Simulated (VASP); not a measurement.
# PbS (Fm-3m) in VASP: further runs, part 2 of 2

VASP 6.6.1.

**4. Single point, r2SCAN**

This run uses another cell than the first one, of 26.67 Å³/atom.

File POSCAR:

```
PbS
1.0
    0.0000000000      2.9876479805      2.9876479805
    2.9876479805      0.0000000000      2.9876479805
    2.9876479805      2.9876479805      0.0000000000
Pb S
1 1
Direct
    0.0000000000      0.0000000000      0.0000000000
    0.5000000000      0.5000000000      0.5000000000
```

File INCAR.step1:

```
SYSTEM = PbS
  PREC = Accurate
  ENCUT = 550
  ISMEAR = 0
  SIGMA = 0.02
  LREAL = .False.
  LASPH = .True.
  NELM = 120
  NBANDS = 17
  ISYM = 0
  GGA = PE
  ALGO = Normal
  EDIFF = 1E-5
  LWAVE = .True.
  LCHARG = .False.
  GGA_COMPAT = .False.
```

File INCAR.step2:

```
SYSTEM = PbS
  PREC = Accurate
  ENCUT = 550
  EDIFF = 1E-6
  ISMEAR = 0
  SIGMA = 0.02
  LREAL = .False.
  LASPH = .True.
  NELM = 120
  ALGO = Normal
  ISIF = 2
  LWAVE = .False.
  LCHARG = .False.
  METAGGA = R2SCAN
  LMIXTAU = .True.
  NBANDS = 17
  ISYM = 0
  ISTART = 1
  GGA_COMPAT = .False.
```

File KPOINTS:

```
Automatic mesh
0
Gamma
  8 8 8
  0 0 0
```

Potentials or basis: VASP PAW PBE potentials, release 64 (Pb_d, S).

On the command line:

```bash
$ cat potpaw_PBE.64/Pb_d/POTCAR potpaw_PBE.64/S/POTCAR > POTCAR
$ cp INCAR.step1 INCAR
$ mpirun -np 1 vasp_std > vasp.out
$ cp INCAR.step2 INCAR
$ mpirun -np 1 vasp_std > vasp.out
```

OUTCAR:

```text
SYSTEM = PbS
   PREC = Accurate
   ENCUT = 550
   EDIFF = 1E-6
   ISMEAR = 0
   LREAL = .False.
   LASPH = .True.
   NELM = 120
   ISIF = 2
   METAGGA = R2SCAN
   ISYM = 0
   ISTART = 1

 ion  position               nearest neighbor table
   1  0.000  0.000  0.000-   2 2.99   2 2.99   2 2.99   2 2.99   2 2.99   2 2.99
   2  0.500  0.500  0.500-   1 2.99   1 2.99   1 2.99   1 2.99   1 2.99   1 2.99

IMPORTANT INFORMATION: All symmetrisations will be switched off!
NOSYMM: (Re-)initialisation of all symmetry stuff for point group C_1.

----------------------------------------------------------------------------------------

                                     Primitive cell

  volume of cell :      53.3357

  direct lattice vectors                    reciprocal lattice vectors
     0.000000000  2.987647980  2.987647980    -0.167355727  0.167355727  0.167355727
     2.987647980  0.000000000  2.987647980     0.167355727 -0.167355727  0.167355727
     2.987647980  2.987647980  0.000000000     0.167355727  0.167355727 -0.167355727

  length of vectors
     4.225172294  4.225172294  4.225172294     0.289868622  0.289868622  0.289868622

  position of ions in fractional coordinates (direct lattice)
     0.000000000  0.000000000  0.000000000
     0.500000000  0.500000000  0.500000000

  ion indices of the primitive-cell ions
   primitive index   ion index
                 1           1
                 2           2

----------------------------------------------------------------------------------------

 KPOINTS: Automatic mesh

Automatic generation of k-mesh.
 Grid dimensions read from file:
 generate k-points for:    8    8    8

 Generating k-lattice:

  Cartesian coordinates                     Fractional coordinates (reciprocal lattice)
    -0.020919466  0.020919466  0.020919466     0.125000000  0.000000000  0.000000000
     0.020919466 -0.020919466  0.020919466     0.000000000  0.125000000  0.000000000
     0.020919466  0.020919466 -0.020919466     0.000000000  0.000000000  0.125000000

  Length of vectors
     0.036233578  0.036233578  0.036233578

  Shift w.r.t. Gamma in fractional coordinates (k-lattice)
     0.000000000  0.000000000  0.000000000

 Subroutine IBZKPT returns following result:
 ===========================================

 Found    260 irreducible k-points:

 Following reciprocal coordinates:
            Coordinates               Weight
  0.000000  0.000000  0.000000      1.000000
  0.125000  0.000000  0.000000      2.000000
  0.000000  0.125000  0.000000      2.000000
  0.000000  0.000000  0.125000      2.000000
  0.125000  0.125000  0.125000      2.000000
  0.250000  0.000000  0.000000      2.000000
[... 16 lines left out ...]
  0.125000  0.000000  0.250000      2.000000
  0.125000  0.125000 -0.125000      2.000000
 [... further k-points ...]
   k-points           NKPTS =    260   k-points in BZ     NKDIM =    260   number of bands    NBANDS=     17
   number of dos      NEDOS =    301   number of ions     NIONS =      2
   total plane-waves  NPLWV =  32768
   dimension x,y,z NGX =    32 NGY =   32 NGZ =   32
   dimension x,y,z NGXF=    64 NGYF=   64 NGZF=   64
   ions per type =               1   1
   NGX,Y,Z   is equivalent  to a cutoff of  12.59, 12.59, 12.59 a.u.
   NGXF,Y,Z  is equivalent  to a cutoff of  25.18, 25.18, 25.18 a.u.
 SYSTEM =  PbS
   PREC   = accura    normal or accurate (medium, high low for compatibility)
   ISTART =      1    job   : 0-new  1-cont  2-samecut
   ICHARG =      0    charge: 1-file 2-atom 10-const
   ISPIN  =      1    spin polarized calculation?
   LNONCOLLINEAR =      F non collinear calculations
   LSORBIT =      F    spin-orbit coupling
   LASPH  =      T    aspherical Exc in radial PAW
   ENCUT  =  550.0 eV  40.42 Ry    6.36 a.u.   8.08  8.08  8.08*2*pi/ulx,y,z
   NELM   =    120;   NELMIN=  2; NELMDL=  0     # of ELM steps
   EDIFF  = 0.1E-05   stopping-criterion for ELM
   LREAL  =      F    real-space projection
   EDIFFG = 0.1E-04   stopping-criterion for IOM
   NSW    =      0    number of steps for IOM
   IBRION =     -1    ionic relax: 0-MD 1-quasi-New 2-CG
   NFREE  =      0    steps in history (QN), initial steepest desc. (CG)
   ISIF   =      2    stress and relaxation
   ISYM   =      0    0-nonsym 1-usesym 2-fastsym
   POTIM  = 0.5000    time-step for ionic-motion
   TEBEG  =    0.0;   TEEND  =   0.0 temperature during run
   PSTRESS=    0.0 pullay stress
   NELECT =      20.0000    total number of electrons
   NUPDOWN=      -1.0000    fix difference up-down
   EMIN   =  10.00;   EMAX   =-10.00  energy-range for DOS
   EFERMI =   0.00;   METHOD = LEGACY
   ISMEAR =     0;   SIGMA  =   0.02  broadening in eV -4-tet -1-fermi 0-gaus
   EFERMI_NEDOS =   21; number of points for ismear=-14 and -15
   IALGO  =     38    algorithm
   IMIX   =      4    mixing-type and parameters
     AMIX     =   0.40;   BMIX     =  1.00
     AMIX_MAG =   1.60;   BMIX_MAG =  1.00
  volume/ion in A,a.u.               =      26.67       179.96
  Fermi-wavevector in a.u.,A,eV,Ry     =   1.180535  2.230887 18.961924  1.393662
  Thomas-Fermi vector in A             =   2.316825
   LORBIT       =      0    0 simple, 1 ext, 2 COOP (PROOUT), +10 PAW based schemes
   METAGGA = R2SCAN    functional components
   LHFCALC =     F    Hartree Fock is set to
   AEXX    =    0.0000 exact exchange contribution
   IVDW    =     0    specifies the selected vdW correction
   LEPSILON=     F    determine dielectric tensor
   LRPA    =     F    only Hartree local field effects (RPA)
 non-spin polarized calculation
 Gauss-broadening in eV      SIGMA  =   0.02
  energy-cutoff  :      550.00
  volume of cell :       53.34
 maximum number of plane-waves:      1588
   NGX = 17   NGY = 17   NGZ = 17

 number of electron      20.0000001 magnetization

 Free energy of the ion-electron system (eV)
  ---------------------------------------------------
  ext. energy  EPLUGINS =         0.00000000
  ---------------------------------------------------
  free energy    TOTEN  =       -65.61219721 eV

  energy without entropy =      -65.61219721  energy(sigma->0) =      -65.61219721

 E-fermi :   5.5088     XC(G=0): -10.1437

 val. band max:        5.3900634435   @ k =   0.0000   0.0000   0.5000
 cond. band min:       6.0937339678   @ k =   0.5000   0.5000   0.5000
 fundamental gap:      0.7036705243
 Fermi energy:         5.5088491247

 k-point     1 :       0.0000    0.0000    0.0000
  band No.  band energies     occupation
      1     -12.0062      2.00000
      2     -12.0062      2.00000
      3     -12.0062      2.00000
      4     -11.9896      2.00000
      5     -11.9896      2.00000
      6      -8.5999      2.00000
[... 9 lines left out ...]
     16      12.6036      0.00000
     17      14.5276      0.00000

 k-point     2 :       0.1250    0.0000    0.0000
  band No.  band energies     occupation
      1     -12.0056      2.00000
      2     -12.0035      2.00000
      3     -12.0035      2.00000
      4     -11.9907      2.00000
      5     -11.9907      2.00000
      6      -8.4688      2.00000
[... 9 lines left out ...]
     16      12.9762      0.00000
     17      15.7448      0.00000

 k-point     3 :       0.0000    0.1250    0.0000
  band No.  band energies     occupation
      1     -12.0056      2.00000
      2     -12.0035      2.00000
      3     -12.0035      2.00000
      4     -11.9907      2.00000
      5     -11.9907      2.00000
      6      -8.4688      2.00000
[... 9 lines left out ...]
     16      12.9762      0.00000
     17      15.7448      0.00000

 k-point     4 :       0.0000    0.0000    0.1250
  band No.  band energies     occupation
      1     -12.0056      2.00000
      2     -12.0035      2.00000
      3     -12.0035      2.00000
      4     -11.9907      2.00000
      5     -11.9907      2.00000
      6      -8.4688      2.00000
[... 9 lines left out ...]
     16      12.9762      0.00000
     17      15.7448      0.00000
[... 343 lines left out ...]
      1     -12.0182      2.00000
      2     -12.0093      2.00000
      3     -11.9972      2.00000
      4     -11.9890      2.00000
      5     -11.9777      2.00000
      6      -8.1322      2.00000
[... 9 lines left out ...]
     16      14.5791      0.00000
     17      16.4814      0.00000

 k-point    23 :       0.1250    0.0000    0.2500
  band No.  band energies     occupation
      1     -12.0182      2.00000
      2     -12.0093      2.00000
      3     -11.9972      2.00000
      4     -11.9890      2.00000
      5     -11.9777      2.00000
      6      -8.1322      2.00000
[... 9 lines left out ...]
     16      14.5791      0.00000
     17      16.4860      0.00000

 k-point    24 :       0.1250    0.1250   -0.1250
  band No.  band energies     occupation
      1     -12.0182      2.00000
      2     -12.0093      2.00000
      3     -11.9972      2.00000
      4     -11.9890      2.00000
      5     -11.9777      2.00000
      6      -8.1322      2.00000
[... 9 lines left out ...]
     16      14.5791      0.00000
     17      16.4812      0.00000

 [... further k-points ...]
[... 5 lines left out ...]
  --------------------------------------------------------------------------------------
  -------------------------------------------------------------------------------------
  Total       -0.0119080     -0.0119069     -0.0119074      0.0000185      0.0000184      0.0000190
  in kB       -0.3577092     -0.3576783     -0.3576929      0.0005570      0.0005525      0.0005717
  external PRESSURE =      -0.3576935 kB  Pullay stress =       0.0000000 kB

 VOLUME and BASIS-vectors are now :
 -----------------------------------------------------------------------------
  energy-cutoff  :      550.00
  volume of cell :       53.34
      direct lattice vectors                 reciprocal lattice vectors
     0.000000000  2.987647980  2.987647980    -0.167355727  0.167355727  0.167355727
     2.987647980  0.000000000  2.987647980     0.167355727 -0.167355727  0.167355727
     2.987647980  2.987647980  0.000000000     0.167355727  0.167355727 -0.167355727

 POSITION                                       TOTAL-FORCE (eV/Angst)
 -----------------------------------------------------------------------------------
      0.00000      0.00000      0.00000         0.000000     -0.000000     -0.000000
      2.98765      2.98765      2.98765        -0.000000      0.000000      0.000000
 -----------------------------------------------------------------------------------
    total drift:                               -0.000000      0.000000      0.000001

  FREE ENERGIE OF THE ION-ELECTRON SYSTEM (eV)
  ---------------------------------------------------
  free  energy   TOTEN  =       -65.6121972077 eV

  energy  without entropy=      -65.6121972077  energy(sigma->0) =      -65.61219721
```

Run time: 12 min. Hardware: 1 thread of Intel Xeon 8259CL, shared host; peak memory 0.37 GiB.

Results:

```yaml
Free_energy: -65.6122 eV
Pressure: 0.0 GPa
Band_gap_on_the_k_mesh: 0.70 eV
```

Caveat: the PAW data sets were made with another functional, which shifts forces and pressure a little; spin-orbit coupling is left out, which moves the levels of the heavy elements.

**5. Overview**

```csv
cell,gap on the mesh (eV),pressure (GPa)
"a = 4.267 Å, angles 60.0°, 2 atoms",0.81,-1.6
"a = 4.308 Å, angles 60.0°, 2 atoms",0.90,-3.0
"a = 4.225 Å, angles 60.0°, 2 atoms",0.70,0.0
```

Alike in all rows: task single point; level r2SCAN; potentials or basis VASP PAW PBE potentials, release 64 (Pb_d, S); no spin polarisation; k mesh 8 × 8 × 8; cutoff (eV) 550; smearing gaussian 0.02 eV.

Caveats: the PAW data sets were made with another functional, which shifts forces and pressure a little; spin-orbit coupling is left out, which moves the levels of the heavy elements; the cell stands under tension (at least some runs).

Total energies depend on the potentials used, so only differences within one code and one set of settings carry meaning.
